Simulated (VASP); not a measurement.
CaMg, 2 atoms in the cell. The structure is trigonal, space group R-3m (No. 166). Conventional cell: a = 3.641 Å, b = 3.641 Å, c = 16.587 Å, α = 90.00°, β = 90.00°, γ = 120.00°. Within 4.6 Å of Ca (site symmetry -3m) lie 6 Mg at 3.47 Å and 6 Ca at 3.64 Å. Within 4.6 Å of Mg (site symmetry -3m) lie 6 Ca at 3.47 Å and 6 Mg at 3.64 Å. 

```yaml
Program: VASP 6.6.1
Task: single point
Functional: PBEsol
Potentials_or_basis: VASP PAW PBE potentials, release 64 (Ca_sv, Mg)
Cutoff: 520 eV
k_mesh: 7 × 7 × 7
Occupations: methfessel-paxton, width 0.02 eV
Spin: no spin polarisation
Dipole_correction: no
Further_INCAR_settings: ALGO = Normal; EDIFF = 1e-06; NBANDS = 13
```

Potentials or basis: VASP PAW PBE potentials, release 64 (Ca_sv, Mg).

Launch:

```sh
$ cat potpaw_PBE.64/Ca_sv/POTCAR potpaw_PBE.64/Mg/POTCAR > POTCAR
$ mpirun -np 1 vasp_std > vasp.out
```

Hardware: 1 thread of AMD EPYC 7R43 64-Core Processor (Zen 3), with other jobs on the host.

Q: Estimate the wall time of this run.

A: Run time: 2 min on 1 thread of AMD EPYC 7R43 64-Core Processor (Zen 3), on a shared host, peak memory 0.27 GiB. Counts: scf iterations 12, k points 44.
